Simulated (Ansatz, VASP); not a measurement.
**Na2Ca2Se3 in VASP and in Ansatz**

```
CELL_PARAMETERS angstrom
3.42454 1.97716 4.47950
-3.42454 1.97716 4.47950
0.00000 -3.95431 4.47950
ATOMIC_POSITIONS crystal
Na 0.72480 0.72480 0.72480
Na 0.27520 0.27520 0.27520
Ca 0.50000 0.50000 0.50000
Ca 0.00000 0.00000 0.00000
Se 0.00000 0.00000 0.50000
Se 0.50000 0.00000 0.00000
Se 0.00000 0.50000 0.00000
```

Alike in both runs: task single point; functional PBE; k mesh 3 × 3 × 3; occupations gaussian, width 0.1 eV; no spin polarisation.

```csv
,VASP,Ansatz
version,VASP 6.6.1,Ansatz 0.2.0
potentials or method,"VASP PAW PBE potentials, release 64 (Na_pv, Ca_sv, Se), cutoff 520 eV","scalar-relativistic, plane waves, PAW"
valence electrons in the cell,52,86
```

Ansatz gave:

```
gap on the k mesh at the Fermi level (eV)                     : none
pressure (GPa)                                                : 7.0
traceless stress, the component that is largest in VASP (GPa) : -0.50
rms of the force components (eV/Å)                            : 0.454
```

**Question.** Which values does VASP return?

**Answer.** gap on the k mesh at the Fermi level (eV): none; pressure (GPa): 7.1; traceless stress, the component that is largest in VASP (GPa): -0.47; rms of the force components (eV/Å): 0.464.

Atom by atom the forces differ by 0.010 eV/Å (rms over components). A gap of «none» marks a metal or a gap that the smearing closes. VASP's potentials hold 52 valence electrons a cell and Ansatz's 86, so a difference there can come from the potentials and not from the codes.

The k mesh is coarse, so the values compare programs but aren't converged.
